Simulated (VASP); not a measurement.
The system is Ir.

```
CELL_PARAMETERS angstrom
0.00000 1.90481 1.90481
1.90481 0.00000 1.90481
1.90481 1.90481 0.00000
ATOMIC_POSITIONS crystal
Ir 0.00000 0.00000 0.00000
```

Base run:

| Item | Value |
| --- | --- |
| Program | VASP 6.6.1 |
| Functional | LDA |
| Potentials or basis | VASP PAW LDA potentials, release 64 (Ir) |
| Cutoff | 520 eV |
| k mesh | 12 × 12 × 12 |
| Occupations | fermi-dirac, width 0.05 eV |
| Spin | no spin polarisation |

Its results: pressure 2.6 GPa.

Question: The run is repeated on the same cell with these changes: potentials or basis from VASP PAW LDA potentials, release 64 (Ir) to VASP PAW LDA potentials, release 64 (Ir_sv_GW); cutoff from 520 eV to 500 eV; further incar settings from ALGO = Fast; EDIFF = 1e-06; NBANDS = 10 to ALGO = Normal; EDIFF = 1e-06; NBANDS = 14; valence electrons from 9 to 17. What comes out?

Answer: Pressure -1.7 GPa.
